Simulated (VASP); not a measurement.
Set up this calculation in VASP 6.6.1, as the native input.

* Task: single point
* Functional: LDA
* Potentials or basis: VASP PAW LDA potentials, release 64 (Se)
* Cutoff: 520 eV
* k mesh: 13 × 13 × 13
* Occupations: fermi-dirac, width 0.136057 eV
* Spin: no spin polarisation
* Dipole correction: no
* Further INCAR settings: ALGO = Normal; EDIFF = 1e-07; NBANDS = 9

The structure of Se lies in POSCAR:

```
Se
1.0
    0.0000000000      2.1150096220      2.1150096220
    2.1150096220      0.0000000000      2.1150096220
    2.1150096220      2.1150096220      0.0000000000
Se
1
Direct
    0.0000000000      0.0000000000      0.0000000000
```

One way to write it, as run:

INCAR

```
SYSTEM = Se
PREC     = Accurate       ! precision mode
ENCUT    = 520            ! plane-wave cutoff, eV
EDIFF    = 1E-7           ! SCF threshold, eV
ISMEAR   = -1             ! smearing method
SIGMA    = 0.13605693000000002 ! smearing width, eV
LREAL    = .False.        ! projectors in reciprocal space
LASPH    = .True.         ! aspherical terms in the spheres
NELM     = 60             ! most SCF steps
ALGO     = Normal         ! electronic algorithm
ISIF     = 2              ! what is computed and relaxed
LWAVE    = .False.        ! write WAVECAR
LCHARG   = .False.        ! write CHGCAR
GGA      = CA             ! functional
NBANDS   = 9              ! bands
```

KPOINTS

```
regular mesh
0
Gamma
  13 13 13
  0 0 0
```

Potentials or basis: VASP PAW LDA potentials, release 64 (Se).

Launch:

```bash
$ cat potpaw_LDA.64/Se/POTCAR > POTCAR
$ mpirun -np 1 vasp_std > vasp.out
```

It gave:

| Quantity | Value |
| --- | --- |
| Pressure | 0.3 GPa |
| Band gap on the k mesh | zero (band 3 reaches 9.79 eV, above the bottom of band 4 at 4.14 eV) |

Run time: 4.6 s on 1 thread of Intel(R) Xeon(R) Platinum 8488C (Sapphire Rapids), on a shared host, peak memory 0.13 GiB.
